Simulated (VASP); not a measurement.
# ZnO (zincite) (P6_3mc) in VASP: further runs, part 2 of 2

VASP 6.6.1.

### Step 3. Single point, PBE exchange alone

INCAR

```
PREC = Accurate
ENCUT = 520
EDIFF = 1E-7
ISMEAR = -1
SIGMA = 0.05
LREAL = F
LASPH = T
NELM = 100
ALGO = Normal
ISIF = 2
LWAVE = F
LCHARG = F
GGA = PE
ALDAC = 0.0
AGGAC = 0.0
NBANDS = 26
```

KPOINTS

```
Automatic mesh
0
Gamma
  9 9 5
```

POSCAR

```
ZnO
1.0
    3.1829769797      0.0000000000      0.0000000000
   -1.5914884899      2.7565389241      0.0000000000
    0.0000000000      0.0000000000      5.0994402224
Zn O
2 2
Direct
    0.6666666667      0.3333333333      0.0000000000
    0.3333333333      0.6666666667      0.5000000000
    0.3333333333      0.6666666667      0.8790100000
    0.6666666667      0.3333333333      0.3790100000
```

Potentials or basis: VASP PAW PBE potentials, release 64 (Zn, O).

Command:

```
$ cat potpaw_PBE.64/Zn/POTCAR potpaw_PBE.64/O/POTCAR > POTCAR
$ mpirun -np 1 vasp_std > vasp.out
```

OUTCAR:

```text
PREC = Accurate
   ENCUT = 520
   EDIFF = 1E-7
   ISMEAR = -1
   LREAL = F
   LASPH = T
   NELM = 100
   ISIF = 2
   GGA = PE

 ion  position               nearest neighbor table
   1  0.667  0.333  0.000-   4 1.93   3 1.94   3 1.94   3 1.94
   2  0.333  0.667  0.500-   3 1.93   4 1.94   4 1.94   4 1.94
   3  0.333  0.667  0.879-   2 1.93   1 1.94   1 1.94   1 1.94
   4  0.667  0.333  0.379-   1 1.93   2 1.94   2 1.94   2 1.94

  LATTYP: Found a hexagonal cell.
 ALAT       =     3.1829769797
 C/A-ratio  =     1.6020977390

  Lattice vectors:

 A1 = (   3.1829769797,   0.0000000000,   0.0000000000)
 A2 = (  -1.5914884899,   2.7565389241,   0.0000000000)
 A3 = (   0.0000000000,   0.0000000000,   5.0994402224)

Analysis of symmetry for initial positions (statically):
=====================================================================
 Subroutine PRICEL returns:
 Original cell was already a primitive cell.

 Routine SETGRP: Setting up the symmetry group for a
 hexagonal supercell.

 Subroutine GETGRP returns: Found 12 space group operations
 (whereof  6 operations were pure point group operations)
 out of a pool of 24 trial point group operations.

The static configuration has the point symmetry C_3v.
 The point group associated with its full space group is C_6v.

Analysis of symmetry for dynamics (positions and initial velocities):
=====================================================================
 Subroutine PRICEL returns:
 Original cell was already a primitive cell.

 Routine SETGRP: Setting up the symmetry group for a
 hexagonal supercell.

 Subroutine GETGRP returns: Found 12 space group operations
 (whereof  6 operations were pure point group operations)
 out of a pool of 24 trial point group operations.

The dynamic configuration has the point symmetry C_3v.
 The point group associated with its full space group is C_6v.

 Subroutine INISYM returns: Found 12 space group operations
 (whereof  6 operations are pure point group operations),
 and found     1 'primitive' translations

----------------------------------------------------------------------------------------

                                     Primitive cell

  volume of cell :      44.7425

  direct lattice vectors                    reciprocal lattice vectors
     3.182976980  0.000000000  0.000000000     0.314171295  0.181386882  0.000000000
    -1.591488490  2.756538924  0.000000000     0.000000000  0.362773764  0.000000000
     0.000000000  0.000000000  5.099440222     0.000000000  0.000000000  0.196099955

  length of vectors
     3.182976980  3.182976980  5.099440222     0.362773764  0.362773764  0.196099955

  position of ions in fractional coordinates (direct lattice)
     0.666666667  0.333333333  0.000000000
     0.333333333  0.666666667  0.500000000
     0.333333333  0.666666667  0.879010000
     0.666666667  0.333333333  0.379010000

  ion indices of the primitive-cell ions
   primitive index   ion index
                 1           1
                 2           2
                 3           3
                 4           4

----------------------------------------------------------------------------------------

 KPOINTS: Automatic mesh

Automatic generation of k-mesh.
 Grid dimensions read from file:
 generate k-points for:    9    9    5

 Generating k-lattice:

  Cartesian coordinates                     Fractional coordinates (reciprocal lattice)
     0.034907922  0.020154098  0.000000000     0.111111111  0.000000000  0.000000000
     0.000000000  0.040308196  0.000000000     0.000000000  0.111111111  0.000000000
     0.000000000  0.000000000  0.039219991     0.000000000  0.000000000  0.200000000

  Length of vectors
     0.040308196  0.040308196  0.039219991

  Shift w.r.t. Gamma in fractional coordinates (k-lattice)
     0.000000000  0.000000000  0.000000000

 Subroutine IBZKPT returns following result:
 ===========================================

 Found     36 irreducible k-points:

 Following reciprocal coordinates:
            Coordinates               Weight
  0.000000  0.000000  0.000000      1.000000
  0.111111 -0.000000  0.000000      6.000000
  0.222222  0.000000  0.000000      6.000000
  0.333333  0.000000  0.000000      6.000000
  0.444444  0.000000  0.000000      6.000000
  0.111111  0.111111  0.000000      6.000000
[... 16 lines left out ...]
  0.333333  0.222222  0.200000     24.000000
  0.333333  0.333333  0.200000      4.000000
 [... further k-points ...]
   k-points           NKPTS =     36   k-points in BZ     NKDIM =     36   number of bands    NBANDS=     26
   number of dos      NEDOS =    301   number of ions     NIONS =      4
   total plane-waves  NPLWV =  23040
   dimension x,y,z NGX =    24 NGY =   24 NGZ =   40
   dimension x,y,z NGXF=    48 NGYF=   48 NGZF=   80
   ions per type =               2   2
   NGX,Y,Z   is equivalent  to a cutoff of  12.54, 12.54, 13.04 a.u.
   NGXF,Y,Z  is equivalent  to a cutoff of  25.07, 25.07, 26.08 a.u.
 SYSTEM =  unknown system
   PREC   = accura    normal or accurate (medium, high low for compatibility)
   ISTART =      0    job   : 0-new  1-cont  2-samecut
   ICHARG =      2    charge: 1-file 2-atom 10-const
   ISPIN  =      1    spin polarized calculation?
   LNONCOLLINEAR =      F non collinear calculations
   LSORBIT =      F    spin-orbit coupling
   LASPH  =      T    aspherical Exc in radial PAW
   ENCUT  =  520.0 eV  38.22 Ry    6.18 a.u.   5.92  5.92  9.48*2*pi/ulx,y,z
   NELM   =    100;   NELMIN=  2; NELMDL= -5     # of ELM steps
   EDIFF  = 0.1E-06   stopping-criterion for ELM
   LREAL  =      F    real-space projection
   EDIFFG = 0.1E-05   stopping-criterion for IOM
   NSW    =      0    number of steps for IOM
   IBRION =     -1    ionic relax: 0-MD 1-quasi-New 2-CG
   NFREE  =      0    steps in history (QN), initial steepest desc. (CG)
   ISIF   =      2    stress and relaxation
   ISYM   =      2    0-nonsym 1-usesym 2-fastsym
   POTIM  = 0.5000    time-step for ionic-motion
   TEBEG  =    0.0;   TEEND  =   0.0 temperature during run
   PSTRESS=    0.0 pullay stress
   NELECT =      36.0000    total number of electrons
   NUPDOWN=      -1.0000    fix difference up-down
   EMIN   =  10.00;   EMAX   =-10.00  energy-range for DOS
   EFERMI =   0.00;   METHOD = LEGACY
   ISMEAR =    -1;   SIGMA  =   0.05  broadening in eV -4-tet -1-fermi 0-gaus
   EFERMI_NEDOS =   21; number of points for ismear=-14 and -15
   IALGO  =     38    algorithm
   IMIX   =      4    mixing-type and parameters
     AMIX     =   0.40;   BMIX     =  1.00
     AMIX_MAG =   1.60;   BMIX_MAG =  1.00
  volume/ion in A,a.u.               =      11.19        75.48
  Fermi-wavevector in a.u.,A,eV,Ry     =   1.522658  2.877406 31.544924  2.318487
  Thomas-Fermi vector in A             =   2.631207
   LORBIT       =      0    0 simple, 1 ext, 2 COOP (PROOUT), +10 PAW based schemes
   GGA     = PE    functional components
   LHFCALC =     F    Hartree Fock is set to
   AEXX    =    0.0000 exact exchange contribution
   IVDW    =     0    specifies the selected vdW correction
   LEPSILON=     F    determine dielectric tensor
   LRPA    =     F    only Hartree local field effects (RPA)
 non-spin polarized calculation
  energy-cutoff  :      520.00
  volume of cell :       44.74
 maximum number of plane-waves:      1228
 NGX is ok and might be reduce to    24
   NGX = 11   NGY = 11   NGZ = 19

 number of electron      35.9999989 magnetization

 Free energy of the ion-electron system (eV)
  ---------------------------------------------------
  ext. energy  EPLUGINS =         0.00000000
  ---------------------------------------------------
  free energy    TOTEN  =       -12.85517779 eV

  energy without entropy =      -12.85517735  energy(sigma->0) =      -12.85517757

 E-fermi :   3.8982     XC(G=0):  -9.5507

 val. band max:        3.3501269185   @ k =   0.0000   0.0000   0.0000
 cond. band min:       4.3727337644   @ k =   0.0000   0.0000   0.0000
 fundamental gap:      1.0226068459
 Fermi energy:         3.8982272146

 k-point     1 :       0.0000    0.0000    0.0000
  band No.  band energies     occupation
      1     -15.2115      2.00000
      2     -14.3846      2.00000
      3      -2.7273      2.00000
      4      -2.6501      2.00000
      5      -2.6501      2.00000
      6      -2.6004      2.00000
[... 18 lines left out ...]
     25      17.9023      0.00000
     26      17.9023      0.00000
[... 644 lines left out ...]
      4      -2.4741      2.00000
      5      -2.4741      2.00000
      6      -2.1019      2.00000
[... 18 lines left out ...]
     25      17.3771      0.00000
     26      18.5189      0.00000

 [... further k-points ...]
[... 5 lines left out ...]
  --------------------------------------------------------------------------------------
  -------------------------------------------------------------------------------------
  Total        9.3782546      9.3782546     10.1097247     -0.0000000      0.0000000      0.0000000
  in kB      335.8245714    335.8245714    362.0176800     -0.0000000      0.0000000      0.0000000
  external PRESSURE =     344.5556076 kB  Pullay stress =       0.0000000 kB

 VOLUME and BASIS-vectors are now :
 -----------------------------------------------------------------------------
  energy-cutoff  :      520.00
  volume of cell :       44.74
      direct lattice vectors                 reciprocal lattice vectors
     3.182976980  0.000000000  0.000000000     0.314171295  0.181386882  0.000000000
    -1.591488490  2.756538924  0.000000000     0.000000000  0.362773764  0.000000000
     0.000000000  0.000000000  5.099440222     0.000000000  0.000000000  0.196099955

 POSITION                                       TOTAL-FORCE (eV/Angst)
 -----------------------------------------------------------------------------------
      1.59149      0.91885      0.00000        -0.000000     -0.000000     -0.106842
     -0.00000      1.83769      2.54972         0.000000      0.000000     -0.106842
     -0.00000      1.83769      4.48246         0.000000      0.000000      0.106842
      1.59149      0.91885      1.93274        -0.000000      0.000000      0.106842
 -----------------------------------------------------------------------------------
    total drift:                                0.000001      0.000001      0.000191

  FREE ENERGIE OF THE ION-ELECTRON SYSTEM (eV)
  ---------------------------------------------------
  free  energy   TOTEN  =       -12.8551777933 eV

  energy  without entropy=      -12.8551773510  energy(sigma->0) =      -12.85517757
```

Wall time 15 s (1 thread of Intel Xeon 6975P-C (Granite Rapids), shared host); peak memory 0.17 GiB.

What came out:

* Free energy: -12.8552 eV
* Pressure: 34.5 GPa
* Largest force: 0.107 eV/Å
* Band gap on the k mesh: 1.02 eV, direct

Forces in eV/Å, atoms in the order of the input:
```
Zn   0.000  0.000 -0.107
Zn   0.000  0.000 -0.107
O    0.000  0.000  0.107
O    0.000  0.000  0.107
```

### Step 4. Single point, RPBE+D3(BJ)

This run uses another cell than the first one, of 11.42 Å³/atom, 1.021 times its volume.

INCAR

```
SYSTEM = ZnO
PREC = Accurate
ENCUT = 520
EDIFF = 1E-6
ISMEAR = -1
SIGMA = 0.05
LREAL = .False.
LASPH = .True.
NELM = 60
ALGO = Normal
ISIF = 2
LWAVE = .False.
LCHARG = .True.
GGA = RP
IVDW = 12
LELF = .True.
LVHAR = .True.
NBANDS = 26
```

KPOINTS

```
regular mesh
0
Gamma
  9 9 5
  0 0 0
```

POSCAR

```
ZnO
1.0
    3.2053930491      0.0000000000      0.0000000000
   -1.6026965246      2.7759518096      0.0000000000
    0.0000000000      0.0000000000      5.1353529565
Zn O
2 2
Direct
    0.6666666667      0.3333333333      0.0000000000
    0.3333333333      0.6666666667      0.5000000000
    0.3333333333      0.6666666667      0.8790100000
    0.6666666667      0.3333333333      0.3790100000
```

Potentials or basis: VASP PAW PBE potentials, release 64 (Zn, O).

Command:

```
$ cat potpaw_PBE.64/Zn/POTCAR potpaw_PBE.64/O/POTCAR > POTCAR
$ mpirun -np 1 vasp_std > vasp.out
```

OUTCAR:

```text
SYSTEM = ZnO
   PREC = Accurate
   ENCUT = 520
   EDIFF = 1E-6
   ISMEAR = -1
   LREAL = .False.
   LASPH = .True.
   NELM = 60
   ISIF = 2
   GGA = RP
   IVDW = 12
 IVDW          = 12

 ion  position               nearest neighbor table
   1  0.667  0.333  0.000-   4 1.95   3 1.95   3 1.95   3 1.95
   2  0.333  0.667  0.500-   3 1.95   4 1.95   4 1.95   4 1.95
   3  0.333  0.667  0.879-   2 1.95   1 1.95   1 1.95   1 1.95
   4  0.667  0.333  0.379-   1 1.95   2 1.95   2 1.95   2 1.95

  LATTYP: Found a hexagonal cell.
 ALAT       =     3.2053930491
[... 900 lines left out ...]
  Direction    XX          YY          ZZ          XY          YZ          ZX
  --------------------------------------------------------------------------------------
  -------------------------------------------------------------------------------------
  Total       0.24978     0.24978     0.70110    -0.00000     0.00000     0.00000
  in kB       8.75815     8.75815    24.58269    -0.00000     0.00000     0.00000
  external pressure =       14.03 kB  Pullay stress =        0.00 kB

 VOLUME and BASIS-vectors are now :
 -----------------------------------------------------------------------------
  energy-cutoff  :      520.00
  volume of cell :       45.69
      direct lattice vectors                 reciprocal lattice vectors
     3.205393049  0.000000000  0.000000000     0.311974221  0.180118401  0.000000000
    -1.602696525  2.775951810  0.000000000     0.000000000  0.360236801  0.000000000
     0.000000000  0.000000000  5.135352957     0.000000000  0.000000000  0.194728582

 POSITION                                       TOTAL-FORCE (eV/Angst)
 -----------------------------------------------------------------------------------
      1.60270      0.92532      0.00000        -0.000000      0.000000     -0.108124
     -0.00000      1.85063      2.56768         0.000000     -0.000000     -0.108124
     -0.00000      1.85063      4.51403        -0.000000      0.000000      0.108124
      1.60270      0.92532      1.94635         0.000000     -0.000000      0.108124
 -----------------------------------------------------------------------------------
    total drift:                                0.000001      0.000001      0.000581

  FREE ENERGIE OF THE ION-ELECTRON SYSTEM (eV)
  ---------------------------------------------------
  free  energy   TOTEN  =       -19.6235396950 eV

  energy  without entropy=      -19.6235386887  energy(sigma->0) =      -19.62353919
```

stdout:

```text
POSCAR found type information on POSCAR ZnO
 POSCAR found :  2 types and       4 ions
 scaLAPACK will be used
 -----------------------------------------------------------------------------
|                                                                             |
|                                                                             |
|     You enforced a specific xc type in the INCAR file but a different       |
|     I HOPE YOU KNOW WHAT YOU ARE DOING!                                     |
|                                                                             |
 -----------------------------------------------------------------------------

 LDA part: xc-table for (Slater+PW92), standard interpolation
 POSCAR, INCAR and KPOINTS ok, starting setup
 FFT: planning ... GRIDC
 FFT: planning ... GRID_SOFT
 FFT: planning ... GRID
 WAVECAR not read
 entering main loop
```

Wall time 15 s (1 thread of Intel Xeon 6975P-C (Granite Rapids), shared host); peak memory 0.18 GiB.

Results:

| Property | Result |
| --- | --- |
| Free energy | -19.6235 eV |
| Pressure | 1.4 GPa |
| Largest force | 0.108 eV/Å |
| Band gap on the k mesh | 0.94 eV, direct |
| Dispersion energy per atom | -0.884 eV |

Forces in eV/Å, atoms in the order of the input:
```
Zn   0.000  0.000 -0.108
Zn   0.000  0.000 -0.108
O    0.000  0.000  0.108
O    0.000  0.000  0.108
```

Stress tensor (GPa, compression positive):
```
0.88 0.00 0.00
0.00 0.88 0.00
0.00 0.00 2.46
```

Levels at points of the mesh, in eV from the valence-band top:
| k point | band 14 | band 15 | band 16 | band 17 | band 18 | band 19 | band 20 | band 21 | band 22 | band 23 |
| --- | --- | --- | --- | --- | --- | --- | --- | --- | --- | --- |
| (0.00, 0.00, 0.00) | -0.86 | -0.86 | -0.08 | 0.00 | 0.00 | 0.94 | 5.46 | 8.51 | 13.16 | 13.16 |

Caveat: the PAW data sets were made with another functional, which shifts forces and pressure a little.

### Step 5. Summary

| level | cell | gap on the mesh (eV) | pressure (GPa) | largest force (eV/Å) |
| --- | --- | --- | --- | --- |
| RPBE+D3(BJ) | a = 3.183, b = 3.183, c = 5.099 Å, angles 90.0, 90.0, 120.0°, 4 atoms | 0.96 | 4.8 | 0.12 |
| PBE exchange alone | a = 3.183, b = 3.183, c = 5.099 Å, angles 90.0, 90.0, 120.0°, 4 atoms | 1.02 | 34.5 | 0.11 |
| RPBE+D3(BJ) | a = 3.205, b = 3.205, c = 5.135 Å, angles 90.0, 90.0, 120.0°, 4 atoms | 0.94 | 1.4 | 0.11 |

Alike in all rows: task single point; potentials or basis VASP PAW PBE potentials, release 64 (Zn, O); no spin polarisation; k mesh 9 × 9 × 5; cutoff (eV) 520; smearing fermi-dirac 0.05 eV.

Caveats: the PAW data sets were made with another functional, which shifts forces and pressure a little (some runs).

Absolute energies hang on the potentials; compare differences alone.

### Step 6. Comparison with measurements

Step 4. Against the measured gap of ZnO, 3.37 eV (quoted in “Electronic structure of alkaline earth and post-transition metal oxides”, 2009, arxiv:0908.1581), the calculated 0.94 eV is off by -2.43 eV. So large a miss can be the level of theory's own, or it may mean another phase, state or a wrong row. The value is that of RPBE+D3(BJ), without temperature or zero-point motion. Semilocal functionals fall short of measured gaps as a rule.
